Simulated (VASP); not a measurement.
HPbNO4: single point with BLYP

The system is HPbNO4.

```xyz
7
Lattice="4.2567 0.1390 0.1754 1.9660 3.9705 0.1295 1.8006 1.2852 6.4415" Properties=species:S:1:pos:R:3 pbc="T T T"
H     6.2742    3.6493    4.3099
Pb    4.0313    4.8350    5.8369
N     2.2000    1.5657    2.0195
O     6.2326    3.7170    5.2880
O     2.2780    1.0924    0.8203
O     2.2003    0.7769    2.9975
O     2.1248    2.8161    2.1692
```

```yaml
Program: VASP 6.6.1
Task: single point
Functional: BLYP
Potentials_or_basis: VASP PAW PBE potentials, release 64 (H, Pb_d, N, O)
Cutoff: 520 eV
k_mesh: 5 × 5 × 3
Occupations: fermi-dirac, width 0.05 eV
Spin: no spin polarisation
```

| Property | Result |
| --- | --- |
| Pressure | 0.9 GPa |
| Largest force | 0.545 eV/Å |
| Band gap on the k mesh | 2.86 eV |

Forces in eV/Å, atoms in the order of the input:
```
H    0.006 -0.013 -0.159
Pb  -0.001  0.012  0.008
N    0.005 -0.042 -0.072
O   -0.005  0.006  0.136
O    0.026 -0.161 -0.405
O    0.000 -0.338  0.427
O   -0.032  0.537  0.065
```

Stress tensor (GPa, compression positive):
```
-0.15 -0.06 -0.06
-0.06  1.37 -0.10
-0.06 -0.10  1.46
```

Levels at points of the mesh, in eV from the valence-band top:
```tsv
k point	band 20	band 21	band 22	band 23	band 24	band 25
(0.00, 0.00, 0.00)	-1.40	-1.15	-0.60	3.56	4.29	5.35
```

Wall time 2.6 min on 1 thread of Intel(R) Xeon(R) Platinum 8488C (Sapphire Rapids), on a shared host, peak memory 0.3 GiB.

Caveat: the standard files for N, O and F lose accuracy on very short bonds; the PAW data sets were made with another functional, which shifts forces and pressure a little; spin-orbit coupling is left out, which moves the levels of the heavy elements; an odd mesh through Γ misses points on the zone boundary, where band edges can lie.
